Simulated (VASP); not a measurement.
Here is a VASP 6.6.1 calculation.

Contents of INCAR:

```
SYSTEM = AlN
ALGO = Normal
EDIFF = 1E-7
ENCUT = 520
GGA = PS
ISIF = 2
ISMEAR = 0
LASPH = .TRUE.
LCHARG = .FALSE.
LREAL = .FALSE.
LWAVE = .FALSE.
NBANDS = 11
NELM = 60
PREC = Accurate
SIGMA = 0.01
```

File KPOINTS:

```
k-points
0
G
  7 7 7
  0 0 0
```

Contents of POSCAR:

```
AlN
1.0
    0.0000000000      2.1886361873      2.1886361873
    2.1886361873      0.0000000000      2.1886361873
    2.1886361873      2.1886361873      0.0000000000
Al N
1 1
Direct
    0.0000000000      0.0000000000      0.0000000000
    0.7500000000      0.7500000000      0.7500000000
```

Potentials or basis: VASP PAW PBE potentials, release 64 (Al, N).

Launch:

```sh
$ cat potpaw_PBE.64/Al/POTCAR potpaw_PBE.64/N/POTCAR > POTCAR
$ mpirun -np 1 vasp_std > vasp.out
```

What does it give for the pressure?

0.0 GPa.

Predict the band gap on the k mesh.

3.49 eV, indirect (least direct gap 4.08 eV).

Caveat: the PAW data sets were made with another functional, which shifts forces and pressure a little. A k mesh can miss the band edges.
